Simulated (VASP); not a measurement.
# BiTe (R-3m) in VASP: further runs

BiTe is run at these levels: r2SCAN; tasks: relaxation of shape and atoms at fixed volume, single point.

All numbers are computed with VASP 6.6.1; they aren't measurements. Logs are shortened: lines on timing, memory, paths and dates and some standing lists are left out, and cuts for length are marked.

### 1 The cell of the first run

Symmetry: R-3m, No. 166, trigonal system. Conventional cell: a = 4.773 Å, b = 4.773 Å, c = 9.791 Å, α = 90.00°, β = 90.00°, γ = 120.00°. Within 4.3 Å of Bi (site symmetry -3m) lie 6 Te at 3.20 Å and 6 Bi at 4.27 Å. Within 4.3 Å of Te (site symmetry -3m) lie 6 Bi at 3.20 Å and 6 Te at 4.27 Å.

### 2 Relaxation of shape and atoms at fixed volume, r2SCAN (32.20 Å³/atom)

POSCAR

```
BiTe
1.0
    2.3866035918      1.3779062261      3.2635802534
   -2.3866035918      1.3779062261      3.2635802534
    0.0000000000     -2.7558124523      3.2635802534
Bi Te
1 1
Direct
    0.5000000000      0.5000000000      0.5000000000
    0.0000000000      0.0000000000      0.0000000000
```

INCAR.step1

```
PREC     = Accurate       # precision mode
ENCUT    = 600            # plane-wave cutoff, eV
ISMEAR   = 0              # smearing method
SIGMA    = 0.1            # smearing width, eV
LREAL    = F              # projectors in reciprocal space
LASPH    = T              # aspherical terms in the spheres
NELM     = 80             # most SCF steps
GGA      = PE             # functional
ALGO     = Normal         # electronic algorithm
EDIFF    = 1E-4           # SCF threshold, eV
LWAVE    = T              # write WAVECAR
LCHARG   = F              # write CHGCAR
```

INCAR.step2

```
PREC     = Accurate       # precision mode
ENCUT    = 600            # plane-wave cutoff, eV
EDIFF    = 1E-6           # SCF threshold, eV
ISMEAR   = 0              # smearing method
SIGMA    = 0.1            # smearing width, eV
LREAL    = F              # projectors in reciprocal space
LASPH    = T              # aspherical terms in the spheres
NELM     = 80             # most SCF steps
ALGO     = Normal         # electronic algorithm
ISIF     = 4              # what is computed and relaxed
LWAVE    = F              # write WAVECAR
LCHARG   = F              # write CHGCAR
METAGGA  = R2SCAN         # meta-GGA
LMIXTAU  = T            
IBRION   = 2              # ionic algorithm
NSW      = 50             # ionic steps
EDIFFG   = -0.01          # ionic threshold
ISTART   = 1
```

KPOINTS

```
regular mesh
0
Gamma
  12 12 12
```

Potentials or basis: VASP PAW PBE potentials, release 64 (Bi_d, Te).

Command:

```console
$ cat potpaw_PBE.64/Bi_d/POTCAR potpaw_PBE.64/Te/POTCAR > POTCAR
$ cp INCAR.step1 INCAR
$ mpirun -np 1 vasp_std > vasp.out
$ cp INCAR.step2 INCAR
$ mpirun -np 1 vasp_std > vasp.out
```

OUTCAR:

```text
PREC = Accurate
   ENCUT = 600
   EDIFF = 1E-6
   ISMEAR = 0
   LREAL = F
   LASPH = T
   NELM = 80
   ISIF = 4
   METAGGA = R2SCAN
   IBRION = 2
   NSW = 50
   EDIFFG = -0.01
   ISTART = 1

 ion  position               nearest neighbor table
   1  0.500  0.500  0.500-   2 3.20   2 3.20   2 3.20   2 3.20   2 3.20   2 3.20
   2  0.000  0.000  0.000-   1 3.20   1 3.20   1 3.20   1 3.20   1 3.20   1 3.20

  LATTYP: Found a trigonal (rhomboedric) cell.
 ALAT       =     4.2714702788
 COS(alpha) =     0.3756389566

  Lattice vectors:

 A1 = (   2.3866035918,   1.3779062261,   3.2635802534)
 A2 = (  -2.3866035918,   1.3779062261,   3.2635802534)
 A3 = (   0.0000000000,  -2.7558124523,   3.2635802534)

Analysis of symmetry for initial positions (statically):
=====================================================================
 Subroutine PRICEL returns:
 Original cell was already a primitive cell.

 Routine SETGRP: Setting up the symmetry group for a
 trigonal (rhombohedral) supercell.

 Subroutine GETGRP returns: Found 12 space group operations
 (whereof 12 operations were pure point group operations)
 out of a pool of 12 trial point group operations.

The static configuration has the point symmetry D_3d.

Analysis of symmetry for dynamics (positions and initial velocities):
=====================================================================
 Subroutine PRICEL returns:
 Original cell was already a primitive cell.

 Routine SETGRP: Setting up the symmetry group for a
 trigonal (rhombohedral) supercell.

 Subroutine GETGRP returns: Found 12 space group operations
 (whereof 12 operations were pure point group operations)
 out of a pool of 12 trial point group operations.

The dynamic configuration has the point symmetry D_3d.

 Subroutine INISYM returns: Found 12 space group operations
 (whereof 12 operations are pure point group operations),
 and found     1 'primitive' translations

----------------------------------------------------------------------------------------

                                     Primitive cell

  volume of cell :      64.3940

  direct lattice vectors                    reciprocal lattice vectors
     2.386603592  1.377906226  3.263580253     0.209502743  0.120956465  0.102137318
    -2.386603592  1.377906226  3.263580253    -0.209502743  0.120956465  0.102137318
     0.000000000 -2.755812452  3.263580253     0.000000000 -0.241912931  0.102137318

  length of vectors
     4.271470279  4.271470279  4.271470279     0.262590742  0.262590742  0.262590742

  position of ions in fractional coordinates (direct lattice)
     0.500000000  0.500000000  0.500000000
     0.000000000  0.000000000  0.000000000

  ion indices of the primitive-cell ions
   primitive index   ion index
                 1           1
                 2           2

----------------------------------------------------------------------------------------

 KPOINTS: regular mesh

Automatic generation of k-mesh.
 Grid dimensions read from file:
 generate k-points for:   12   12   12

 Generating k-lattice:

  Cartesian coordinates                     Fractional coordinates (reciprocal lattice)
     0.017458562  0.010079705  0.008511443     0.083333333  0.000000000 -0.000000000
    -0.017458562  0.010079705  0.008511443     0.000000000  0.083333333 -0.000000000
     0.000000000 -0.020159411  0.008511443     0.000000000  0.000000000  0.083333333

  Length of vectors
     0.021882562  0.021882562  0.021882562

  Shift w.r.t. Gamma in fractional coordinates (k-lattice)
     0.000000000  0.000000000  0.000000000

 Subroutine IBZKPT returns following result:
 ===========================================

 Found    189 irreducible k-points:

 Following reciprocal coordinates:
            Coordinates               Weight
  0.000000  0.000000  0.000000      1.000000
  0.083333  0.000000 -0.000000      6.000000
  0.166667 -0.000000 -0.000000      6.000000
  0.250000 -0.000000 -0.000000      6.000000
  0.333333  0.000000  0.000000      6.000000
  0.416667  0.000000 -0.000000      6.000000
[... 39 lines left out ...]
  volume/ion in A,a.u.               =      32.20       217.28
  Fermi-wavevector in a.u.,A,eV,Ry     =   1.126850  2.129438 17.276553  1.269791
  Thomas-Fermi vector in A             =   2.263534
   LORBIT       =      0    0 simple, 1 ext, 2 COOP (PROOUT), +10 PAW based schemes
   METAGGA = R2SCAN    functional components
   LHFCALC =     F    Hartree Fock is set to
   AEXX    =    0.0000 exact exchange contribution
   IVDW    =     0    specifies the selected vdW correction
   LEPSILON=     F    determine dielectric tensor
   LRPA    =     F    only Hartree local field effects (RPA)
 conjugate gradient relaxation of ions
 non-spin polarized calculation
 Gauss-broadening in eV      SIGMA  =   0.10
  energy-cutoff  :      600.00
  volume of cell :       64.39
 maximum number of plane-waves:      2174
 NGX is ok and might be reduce to    36
   NGX = 17   NGY = 17   NGZ = 17

--------------------------------------- Ionic step        1  -------------------------------------------

 number of electron      20.9999997 magnetization

 Free energy of the ion-electron system (eV)
  ---------------------------------------------------
  ext. energy  EPLUGINS =         0.00000000
  ---------------------------------------------------
  free energy    TOTEN  =       -84.02978496 eV

  energy without entropy =      -84.02421694  energy(sigma->0) =      -84.02700095

------------------------ aborting loop because EDIFF is reached ----------------------------------------

  FORCE on cell =-STRESS in cart. coord.  units (eV):
  Direction    XX          YY          ZZ          XY          YZ          ZX
  --------------------------------------------------------------------------------------
  -------------------------------------------------------------------------------------
  Total        0.7546867      0.7546867      0.5438973     -0.0000000     -0.0000000      0.0000000
  in kB       18.7772404     18.7772404     13.5326231     -0.0000000     -0.0000000      0.0000000
  external PRESSURE =      17.0290346 kB  Pullay stress =       0.0000000 kB
[... 57 lines left out ...]
  energy  without entropy=      -84.0249900274  energy(sigma->0) =      -84.02769822

--------------------------------------- Ionic step        3  -------------------------------------------

 number of electron      21.0000000 magnetization

 Free energy of the ion-electron system (eV)
  ---------------------------------------------------
  ext. energy  EPLUGINS =         0.00000000
  ---------------------------------------------------
  free energy    TOTEN  =       -84.03113675 eV

  energy without entropy =      -84.02590862  energy(sigma->0) =      -84.02852268

 E-fermi :   7.1903     XC(G=0): -10.2657

 val. band max:        7.1711508811   @ k =  -0.4167   0.1667   0.0000
 cond. band min:       7.2048329630   @ k =  -0.2500   0.0833   0.0000
 fundamental gap:      0.0336820819
 Fermi energy:         7.1902778778

 k-point     1 :       0.0000    0.0000    0.0000
  band No.  band energies     occupation
      1     -16.8311      2.00000
      2     -16.8311      2.00000
      3     -16.8152      2.00000
      4     -16.8152      2.00000
      5     -16.7919      2.00000
      6      -7.2431      2.00000
      7      -1.1476      2.00000
      8       3.8336      2.00000
      9       3.8336      2.00000
     10       5.3697      2.00000
     11       9.1733      0.00000
     12      10.0319      0.00000
     13      10.0319      0.00000
     14      11.4467      0.00000
[... 375 lines left out ...]
 k-point    24 :      -0.4167    0.1667    0.0000
  band No.  band energies     occupation
      1     -16.8342      2.00000
      2     -16.8318      2.00000
      3     -16.8181      2.00000
      4     -16.8045      2.00000
      5     -16.7877      2.00000
      6      -5.1030      2.00000
      7      -4.5580      2.00000
      8       2.9340      2.00000
      9       4.6746      2.00000
     10       5.2521      2.00000
     11       7.1712      1.21322
     12       8.3497      0.00000
     13       9.1770      0.00000
     14      12.7966      0.00000

 [... further k-points ...]
[... 5 lines left out ...]
  --------------------------------------------------------------------------------------
  -------------------------------------------------------------------------------------
  Total        0.5906201      0.5906201      0.5989103     -0.0000000     -0.0000000      0.0000000
  in kB       14.6951266     14.6951266     14.9013934     -0.0000000     -0.0000000      0.0000000
  external PRESSURE =      14.7638822 kB  Pullay stress =       0.0000000 kB
[... 17 lines left out ...]
  FREE ENERGIE OF THE ION-ELECTRON SYSTEM (eV)
  ---------------------------------------------------
  free  energy   TOTEN  =       -84.0311367451 eV

  energy  without entropy=      -84.0259086175  energy(sigma->0) =      -84.02852268

 reached required accuracy - stopping structural energy minimisation
```

Wall time 22 min (1 thread of Oxide Virtual Turin-like, shared host); peak memory 0.37 GiB.

Results:

- Free energy: -84.0311 eV
- Energy gained by relaxing: 0.7 meV/atom
- Ionic steps: 3
- Pressure after relaxing: 1.5 GPa
- Band gap on the k mesh: zero (an odd number of electrons rules out a gap without spin polarisation)

The path:
```
step  energy change (eV)  largest force (eV/Å)  pressure (GPa)  volume (Å³)
   1              0.0000                0.0000            1.70        64.39
   2             -0.0006                0.0000            1.65        64.39
   3             -0.0014                0.0000            1.48        64.39
```

Final structure:
```xyz
2
Lattice="2.4024 1.3871 3.2207 -2.4024 1.3871 3.2207 0.0000 -2.7741 3.2207" Properties=species:S:1:pos:R:3 pbc="T T T"
Bi    0.0000    0.0000    4.8310
Te    0.0000    0.0000    0.0000
```

Caveat: the PAW data sets were made with another functional, which shifts forces and pressure a little; spin-orbit coupling is left out, which moves the levels of the heavy elements.

(Part 1 of 2 ends here.)
